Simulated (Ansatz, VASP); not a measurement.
# Two plane-wave programs on CuGe

```
Cu Ge
1.0
     0.00000    3.14007    3.14007
     3.14007    0.00000    3.14007
     3.14007    3.14007    0.00000
Cu Ge
2 2
Direct
  0.00000 0.00000 0.00000
  0.25000 0.25000 0.25000
  0.50000 0.50000 0.50000
  0.75000 0.75000 0.75000
```

Alike in both runs: functional PBE; k mesh 12 × 12 × 12; occupations gaussian, width 0.1 eV; no spin polarisation.

Ansatz relaxed the structure, and its values are those at the end. VASP's run is a single point on that final structure, the one shown.

```csv
,VASP,Ansatz
version,VASP 6.6.1,Ansatz 0.2.0
potentials or method,"VASP PAW PBE potentials, release 64 (Cu, Ge_d), cutoff 520 eV","scalar-relativistic, plane waves, PAW"
valence electrons in the cell,50,66
```

```tsv
	VASP	Ansatz	Ansatz less VASP
gap on the k mesh at the Fermi level (eV)	none	none	-
pressure (GPa)	0.1	0.0	-0.10
```

A gap of «none» marks a metal or a gap that the smearing closes. VASP's potentials hold 50 valence electrons a cell and Ansatz's 66, so a difference there can come from the potentials and not from the codes.
